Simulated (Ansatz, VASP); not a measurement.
## One calculation of NbAs, two programs

The input INCAR:

```
SYSTEM = NbAs
ALGO = Normal ; EDIFF = 1E-6
EDIFFG = -0.01 ; ENCUT = 600
GGA = PE ; IBRION = 2
ISIF = 3 ; ISMEAR = 0
LASPH = .True. ; LCHARG = .False.
LREAL = .False. ; LWAVE = .False.
NELM = 100 ; NSW = 100
PREC = Accurate ; SIGMA = 0.1
```

Contents of KPOINTS:

```
k-points
0
Gamma
  12 12 8
  0 0 0
```

POSCAR

```
NbAs
1.0
    3.6555970081      0.0000000000      0.0000000000
   -1.8277985041      3.1658398750      0.0000000000
    0.0000000000      0.0000000000      7.0626857712
Nb As
2 2
Direct
    0.6666666667      0.3333333333      0.2122270904
    0.0000000000      0.0000000000      0.6104243854
    0.0000000000      0.0000000000      0.9791401110
    0.3333333333      0.6666666667      0.4253844931
```

Input for Ansatz:

```yaml
crystal:
  lattice:
    - [3.6555970081, 0.0, 0.0]
    - [-1.8277985041, 3.165839875, 0.0]
    - [0.0, 0.0, 7.0626857712]
  atoms:
    - { symbol: Nb, position: [0.6666666667, 0.3333333333, 0.2122270904] }
    - { symbol: Nb, position: [0.0, 0.0, 0.6104243854] }
    - { symbol: As, position: [0.0, 0.0, 0.979140111] }
    - { symbol: As, position: [0.3333333333, 0.6666666667, 0.4253844931] }
basis:
  ecutwfc: 420
kpoints:
  mp_grid: { grid: [12, 12, 8] }
hamiltonian:
  xc: pbe
scf:
  occupations: { method: gaussian, width: 0.1 }
output:
  forces: true
  stress: true
  eigenvalues: true
  write_density: true
  write_potential: true
  elf: true
  volumetric_format: npy
relax:
  adjacent_minimum: "off"
  f_tol: 0.01
  max_steps: 80
  cell: { stress_tol: 0.05 }
```

Alike in both runs: task relaxation of cell and atoms; functional PBE; k mesh 12 × 12 × 8; occupations gaussian, width 0.1 eV; no spin polarisation.

|  | VASP | Ansatz |
| --- | --- | --- |
| version | VASP 6.6.1 | Ansatz 0.2.0 |
| potentials or method | VASP PAW PBE potentials, release 64 (Nb_sv, As), cutoff 600 eV | scalar-relativistic, plane waves, PAW |
| valence electrons in the cell | 36 | 56 |

|  | VASP | Ansatz | Ansatz less VASP |
| --- | --- | --- | --- |
| gap on the k mesh at the Fermi level, each at its own relaxed structure (eV) | none | none | - |
| relaxed volume (Å³/atom) | 20.40 | 20.39 | -0.005 |
| relaxed cell length with the largest relative difference (Å) | 7.106 | 7.102 | -0.0048 |

A gap of «none» marks a metal or a gap that the smearing closes. VASP's potentials hold 36 valence electrons a cell and Ansatz's 56, so a difference there can come from the potentials and not from the codes.
